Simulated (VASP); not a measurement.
Input of a VASP 6.6.1 run:

Contents of INCAR:

```
SYSTEM = KBr
  ALGO = Normal
  EDIFF = 1E-6
  ENCUT = 520
  GGA = PS
  ISIF = 2
  ISMEAR = 0
  LASPH = .TRUE.
  LCHARG = .TRUE.
  LELF = .TRUE.
  LREAL = .FALSE.
  LVHAR = .TRUE.
  LWAVE = .FALSE.
  NBANDS = 15
  NELM = 100
  PREC = Accurate
  SIGMA = 0.01
```

KPOINTS

```
k-points
0
G
  6 6 6
  0 0 0
```

Contents of POSCAR:

```
KBr
1.0
    0.0000000000      3.3000000000      3.3000000000
    3.3000000000      0.0000000000      3.3000000000
    3.3000000000      3.3000000000      0.0000000000
K Br
1 1
Direct
   -0.0030303030     -0.0030303030      0.0030303030
    0.5000000000      0.5000000000      0.5000000000
```

Potentials or basis: VASP PAW PBE potentials, release 64 (K_sv, Br).

Launch:

```console
$ cat potpaw_PBE.64/K_sv/POTCAR potpaw_PBE.64/Br/POTCAR > POTCAR
$ mpirun -np 1 vasp_std > vasp.out
```

(1) Estimate the band gap on the k mesh.

(2) Estimate the pressure.

(3) What does it give for the largest force?

Answers

(1) 4.28 eV, direct.

(2) -0.3 GPa.

(3) 0.022 eV/Å.

Caveat: the PAW data sets were made with another functional, which shifts forces and pressure a little.
